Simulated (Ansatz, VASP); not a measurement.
## Two plane-wave programs on TiO2

```
Ti O
1.0
    -1.89210    1.89210    4.75730
     1.89210   -1.89210    4.75730
     1.89210    1.89210   -4.75730
Ti O
2 4
Direct
  0.00000 0.00000 0.00000
  0.75000 0.25000 0.50000
  0.20810 0.20810 0.00000
  0.95810 0.45810 0.50000
  0.54190 0.04190 0.50000
  0.79190 0.79190 0.00000
```

Alike in both runs: task relaxation of cell and atoms; functional r2SCAN; k mesh 8 × 8 × 8; occupations gaussian, width 0.02 eV; no spin polarisation.

|  | VASP | Ansatz |
| --- | --- | --- |
| version | VASP 6.6.1 | Ansatz 0.2.0 |
| potentials or method | VASP PAW PBE potentials, release 64 (Ti_sv, O), cutoff 600 eV | scalar-relativistic, plane waves, PAW |
| valence electrons in the cell | 48 | 48 |

```csv
,VASP,Ansatz,Ansatz less VASP
"gap on the k mesh at the Fermi level, each at its own relaxed structure (eV)",2.57,2.57,-0.004
relaxed volume (Å³/atom),11.44,11.40,-0.046
relaxed cell length with the largest relative difference (Å),5.488,5.486,-0.0024
```

VASP's potentials were made for PBE, not for r2SCAN.
